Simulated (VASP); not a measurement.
# TiO: single point with PBEsol

Crystal: TiO.

```xyz
2
Lattice="3.0310 0.0000 0.0000 -1.5155 2.6249 0.0000 0.0000 0.0000 3.2377" Properties=species:S:1:pos:R:3 pbc="T T T"
Ti    1.5155    0.8750    0.0000
O     0.0000    0.0000    1.6188
```

| Quantity | Value |
| --- | --- |
| Program | VASP 6.6.1 |
| Task | single point |
| Functional | PBEsol |
| Potentials or basis | VASP PAW PBE potentials, release 64 (Ti_sv, O) |
| Cutoff | 520 eV |
| k mesh | 18 × 18 × 14 |
| Occupations | methfessel-paxton, width 0.1 eV |
| Spin | no spin polarisation |

| Quantity | Value |
| --- | --- |
| Pressure | -40.3 GPa |
| Band gap on the k mesh | 0.02 eV |

Stress tensor (GPa, compression positive):
```
-33.60   0.00   0.00
  0.00 -33.60   0.00
  0.00   0.00 -53.63
```

Levels at points of the mesh, in eV from the valence-band top:
```
           k point  band 7  band 8  band 9  band 10  band 11  band 12
(0.00, 0.00, 0.00)   -3.89   -3.89   -2.43     0.47     0.94     0.94
(0.50, 0.00, 0.00)   -5.08   -3.91   -1.70     1.03     1.41     1.76
(0.00, 0.00, 0.50)   -3.66   -3.66    0.00     0.02     0.02     1.47
(0.50, 0.00, 0.50)   -6.07   -4.62   -0.86     0.87     1.81     2.08
```

Run time: 46 s on 1 thread of Intel(R) Xeon(R) 6975P-C (Granite Rapids), on a shared host, peak memory 0.23 GiB.

Caveat: the cell stands under tension; the PAW data sets were made with another functional, which shifts forces and pressure a little. A k mesh can miss the band edges.
